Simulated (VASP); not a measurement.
# La3Zr (Fm-3m) in VASP: notebook, part 2 of 2

VASP 6.6.1. The steps go on from the part before.

## 3. Relaxation of cell and atoms, PBE

INCAR reads:

```
SYSTEM = La3Zr
  PREC = Accurate
  ENCUT = 600
  EDIFF = 1E-7
  ISMEAR = 0
  SIGMA = 0.1
  LREAL = .False.
  LASPH = .True.
  NELM = 100
  ALGO = Normal
  ISIF = 3
  LWAVE = .False.
  LCHARG = .False.
  GGA = PE
  IBRION = 2
  NSW = 90
  EDIFFG = -0.04
```

KPOINTS reads:

```
Automatic mesh
0
Gamma
  4 4 4
  0 0 0
```

POSCAR reads:

```
La3Zr
1.0
    0.0000000000      4.0019178000      4.0019178000
    4.0019178000      0.0000000000      4.0019178000
    4.0019178000      4.0019178000      0.0000000000
La Zr
3 1
Direct
    0.2500000000      0.2500000000      0.2500000000
    0.7500000000      0.7500000000      0.7500000000
    0.5000000000      0.5000000000      0.5000000000
    0.0000000000      0.0000000000      0.0000000000
```

Potentials or basis: VASP PAW PBE potentials, release 64 (La, Zr_sv).

Run with:

```console
cat potpaw_PBE.64/La/POTCAR potpaw_PBE.64/Zr_sv/POTCAR > POTCAR
mpirun -np 1 vasp_std > vasp.out
```

OUTCAR:

```text
SYSTEM = La3Zr
   PREC = Accurate
   ENCUT = 600
   EDIFF = 1E-7
   ISMEAR = 0
   LREAL = .False.
   LASPH = .True.
   NELM = 100
   ISIF = 3
   GGA = PE
   IBRION = 2
   NSW = 90
   EDIFFG = -0.04

 ion  position               nearest neighbor table
   1  0.250  0.250  0.250-   4 3.47   4 3.47   4 3.47   3 3.47   3 3.47   3 3.47   4 3.47   3 3.47

   2  0.750  0.750  0.750-   3 3.47   3 3.47   3 3.47   4 3.47   4 3.47   4 3.47   4 3.47   3 3.47

   3  0.500  0.500  0.500-   1 3.47   1 3.47   1 3.47   2 3.47   2 3.47   2 3.47   2 3.47   1 3.47

   4  0.000  0.000  0.000-   2 3.47   2 3.47   2 3.47   1 3.47   1 3.47   1 3.47   2 3.47   1 3.47

  LATTYP: Found a face centered cubic cell.
 ALAT       =     8.0038356000

  Lattice vectors:

 A1 = (   0.0000000000,   4.0019178000,   4.0019178000)
 A2 = (   4.0019178000,   0.0000000000,   4.0019178000)
 A3 = (   4.0019178000,   4.0019178000,   0.0000000000)

Analysis of symmetry for initial positions (statically):
=====================================================================
 Subroutine PRICEL returns:
 Original cell was already a primitive cell.

 Routine SETGRP: Setting up the symmetry group for a
 face centered cubic supercell.

 Subroutine GETGRP returns: Found 48 space group operations
 (whereof 48 operations were pure point group operations)
 out of a pool of 48 trial point group operations.

The static configuration has the point symmetry O_h .

Analysis of symmetry for dynamics (positions and initial velocities):
=====================================================================
 Subroutine PRICEL returns:
 Original cell was already a primitive cell.

 Routine SETGRP: Setting up the symmetry group for a
[... 166 lines left out ...]
      2.00096      2.00096      2.00096         0.000000      0.000000      0.000000
      6.00288      6.00288      6.00288        -0.000000     -0.000000     -0.000000
      4.00192      4.00192      4.00192        -0.000000      0.000000     -0.000000
      0.00000      0.00000      0.00000        -0.000000      0.000000     -0.000000
 -----------------------------------------------------------------------------------
    total drift:                               -0.000000     -0.000000     -0.000000

  FREE ENERGIE OF THE ION-ELECTRON SYSTEM (eV)
  ---------------------------------------------------
  free  energy   TOTEN  =       -22.2046777637 eV

  energy  without entropy=      -22.1647649832  energy(sigma->0) =      -22.18472137

--------------------------------------- Ionic step        2  -------------------------------------------

 number of electron      45.0000002 magnetization

 Free energy of the ion-electron system (eV)
  ---------------------------------------------------
  ext. energy  EPLUGINS =         0.00000000
  ---------------------------------------------------
  free energy    TOTEN  =       -22.20530083 eV

  energy without entropy =      -22.16467346  energy(sigma->0) =      -22.18498715

 E-fermi :   8.3621     XC(G=0): -10.0235

 val. band max:        8.3620929798   @ k =   0.5000   0.0000   0.0000
 cond. band min:       8.4141368719   @ k =  -0.2500   0.2500   0.0000
 fundamental gap:      0.0520438921
 Fermi energy:         8.3621220446

 k-point     1 :       0.0000    0.0000    0.0000
  band No.  band energies     occupation
      1     -40.5202      2.00000
      2     -24.3459      2.00000
      3     -23.9048      2.00000
      4     -23.8680      2.00000
      5     -18.5439      2.00000
      6     -18.5439      2.00000
[... 229 lines left out ...]
     26       8.8582      0.00000
     27       9.1841      0.00000

------------------------ aborting loop because EDIFF is reached ----------------------------------------

  FORCE on cell =-STRESS in cart. coord.  units (eV):
  Direction    XX          YY          ZZ          XY          YZ          ZX
  --------------------------------------------------------------------------------------
  -------------------------------------------------------------------------------------
  Total       -0.0284166     -0.0284166     -0.0284166      0.0000000      0.0000000      0.0000000
  in kB       -0.3526111     -0.3526111     -0.3526111      0.0000000      0.0000000      0.0000000
  external PRESSURE =      -0.3526111 kB  Pullay stress =       0.0000000 kB

 VOLUME and BASIS-vectors are now :
 -----------------------------------------------------------------------------
  energy-cutoff  :      600.00
  volume of cell :      129.12
      direct lattice vectors                 reciprocal lattice vectors
     0.000000000  4.011612189  4.011612189    -0.124638169  0.124638169  0.124638169
     4.011612189 -0.000000000  4.011612189     0.124638169 -0.124638169  0.124638169
     4.011612189  4.011612189 -0.000000000     0.124638169  0.124638169 -0.124638169

 POSITION                                       TOTAL-FORCE (eV/Angst)
 -----------------------------------------------------------------------------------
      2.00581      2.00581      2.00581        -0.000000     -0.000000     -0.000000
      6.01742      6.01742      6.01742         0.000000      0.000000      0.000000
      4.01161      4.01161      4.01161        -0.000000      0.000000     -0.000000
      4.01161     -0.00000      4.01161        -0.000000      0.000000     -0.000000
 -----------------------------------------------------------------------------------
    total drift:                               -0.000000     -0.000000     -0.000000

  FREE ENERGIE OF THE ION-ELECTRON SYSTEM (eV)
  ---------------------------------------------------
  free  energy   TOTEN  =       -22.2053008333 eV

  energy  without entropy=      -22.1646734622  energy(sigma->0) =      -22.18498715

 reached required accuracy - stopping structural energy minimisation
```

OSZICAR:

```text
N       E                     dE             d eps       ncg     rms          rms(c)
DAV:   1     0.638178188335E+03    0.63818E+03   -0.17555E+04   432   0.260E+03
DAV:   2     0.122899551533E+03   -0.51528E+03   -0.50817E+03   640   0.464E+02
DAV:   3    -0.428521644448E+01   -0.12718E+03   -0.12599E+03   744   0.263E+02
[... 38 lines left out ...]
DAV:   8    -0.222053022991E+02    0.58235E-06   -0.46331E-06   784   0.158E-02    0.553E-03
DAV:   9    -0.222053008726E+02    0.14265E-05   -0.15237E-06   653   0.115E-02    0.101E-03
DAV:  10    -0.222053007436E+02    0.12898E-06   -0.16428E-07   354   0.402E-03    0.615E-04
DAV:  11    -0.222053008912E+02   -0.14757E-06   -0.10111E-07   321   0.360E-03    0.369E-04
DAV:  12    -0.222053008333E+02    0.57865E-07   -0.57880E-08   303   0.289E-03
   2 F= -.22205301E+02 E0= -.22184987E+02  d E =-.623070E-03
```

It took 4.6 min on 1 thread of Intel Xeon Platinum 8259CL at 2.50GHz (Skylake/Cascade Lake), shared host; peak memory 0.36 GiB.

What came out:

```yaml
Free_energy: -22.2053 eV
Relaxed_volume: 32.28 Å³/atom
Relaxed_cell: a = 5.673 Å, b = 5.673 Å, c = 5.673 Å, α = 60.00°, β = 60.00°, γ = 60.00°
Space_group_after_relaxing_to_0.1_Å: Fm-3m (No. 225)
Energy_gained_by_relaxing: 0.2 meV/atom
Ionic_steps: 2
Pressure_after_relaxing: 0.0 GPa
Band_gap_on_the_k_mesh: zero (an odd number of electrons rules out a gap without spin polarisation)
```

Step by step:
```tsv
step	energy change (eV)	largest force (eV/Å)	pressure (GPa)	volume (Å³)
1	0.0000	0.0000	0.25	128.18
2	-0.0006	0.0000	-0.04	129.12
```

Final structure:
```yaml
crystal:
  lattice:
    - [0.00000, 4.01161, 4.01161]
    - [4.01161, 0.00000, 4.01161]
    - [4.01161, 4.01161, 0.00000]
  atoms:
    - { symbol: La, position: [0.25000, 0.25000, 0.25000] }
    - { symbol: La, position: [0.75000, 0.75000, 0.75000] }
    - { symbol: La, position: [0.50000, 0.50000, 0.50000] }
    - { symbol: Zr, position: [0.00000, 0.00000, 0.00000] }
```

Levels at points of the mesh, in eV from the Fermi level:
| k point | band 19 | band 20 | band 21 | band 22 | band 23 | band 24 | band 25 | band 26 |
| --- | --- | --- | --- | --- | --- | --- | --- | --- |
| (0.00, 0.00, 0.00) | -2.07 | -0.01 | -0.01 | -0.01 | 0.54 | 0.54 | 0.54 | 1.46 |
| (0.50, 0.00, 0.00) | -0.66 | -0.66 | -0.29 | -0.20 | -0.20 | -0.02 | -0.02 | 0.00 |
| (0.50, 0.50, 0.00) | -0.87 | -0.63 | -0.52 | -0.31 | -0.31 | -0.15 | 1.12 | 1.13 |

Caveat: spin-orbit coupling is left out, which moves the levels of the heavy elements.

The gap in the log of VASP goes by the Fermi energy; the results here count the filled bands.